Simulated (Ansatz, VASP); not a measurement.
Two plane-wave programs on Pd

```
CELL_PARAMETERS angstrom
0.00000 1.94650 1.94650
1.94650 0.00000 1.94650
1.94650 1.94650 0.00000
ATOMIC_POSITIONS crystal
Pd 0.00000 0.00000 0.00000
```

Alike in both runs: task single point; functional r2SCAN; dispersion rVV10; k mesh 12 × 12 × 12; occupations fermi-dirac, width 0.05 eV; no spin polarisation.

```csv
,VASP,Ansatz
version,VASP 6.6.1,Ansatz 0.2.0
potentials or method,"VASP PAW PBE potentials, release 64 (Pd_sv_GW)",Ansatz PAW
plane-wave cutoff (eV),590,500
valence electrons in the cell,18,18
```

```tsv
	VASP	Ansatz	Ansatz less VASP
gap on the k mesh at the Fermi level (eV)	none	none	-
pressure (GPa)	-1.7	-0.7	+1.08
```

VASP's potentials were made for PBE, not for r2SCAN. A gap of «none» marks a metal or a gap that the smearing closes.
